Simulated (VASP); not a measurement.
Write the native input for VASP 6.6.1 that does the following.

| Quantity | Value |
| --- | --- |
| Task | single point |
| Functional | BLYP |
| Potentials or basis | VASP PAW PBE potentials, release 64 (Cd, F) |
| Cutoff | 520 eV |
| k mesh | 8 × 8 × 8 |
| Occupations | gaussian, width 0.05 eV |
| Spin | no spin polarisation |
| Dipole correction | no |
| Further INCAR settings | ALGO = Normal; EDIFF = 1e-06; NBANDS = 20 |

The structure of CdF2 lies in POSCAR:

```
CdF2
1.0
    0.0000000000      2.8028300454      2.8028300454
    2.8028300454      0.0000000000      2.8028300454
    2.8028300454      2.8028300454      0.0000000000
Cd F
1 2
Direct
    0.0000000000      0.0000000000      0.0000000000
    0.2500000000      0.2500000000      0.2500000000
    0.7500000000      0.7500000000      0.7500000000
```

This cell differs from its parent crystal: volume scaled by 1.04.

The input as run:

INCAR

```
SYSTEM = CdF2
PREC     = Accurate       ! precision mode
ENCUT    = 520            ! plane-wave cutoff, eV
EDIFF    = 1E-6           ! SCF threshold, eV
ISMEAR   = 0              ! smearing method
SIGMA    = 0.05           ! smearing width, eV
LREAL    = .False.        ! projectors in reciprocal space
LASPH    = .True.         ! aspherical terms in the spheres
NELM     = 100            ! most SCF steps
ALGO     = Normal         ! electronic algorithm
ISIF     = 2              ! what is computed and relaxed
LWAVE    = .False.        ! write WAVECAR
LCHARG   = .False.        ! write CHGCAR
GGA      = B5             ! functional
ALDAX    = 1.0          
AGGAX    = 1.0          
AGGAC    = 1.0          
ALDAC    = 0.0          
NBANDS   = 20             ! bands
```

KPOINTS

```
regular mesh
0
Gamma
  8 8 8
  0 0 0
```

Potentials or basis: VASP PAW PBE potentials, release 64 (Cd, F).

Run with:

```sh
$ cat potpaw_PBE.64/Cd/POTCAR potpaw_PBE.64/F/POTCAR > POTCAR
$ mpirun -np 1 vasp_std > vasp.out
```

It gave:

The pressure is -2.8 GPa and the band gap on the k mesh is 2.70 eV, indirect (least direct gap 3.30 eV).

Caveat: the PAW data sets were made with another functional, which shifts forces and pressure a little.

Wall time 36 s on 1 thread of Intel Xeon 6975P-C, with other jobs on the host, peak memory 0.17 GiB.
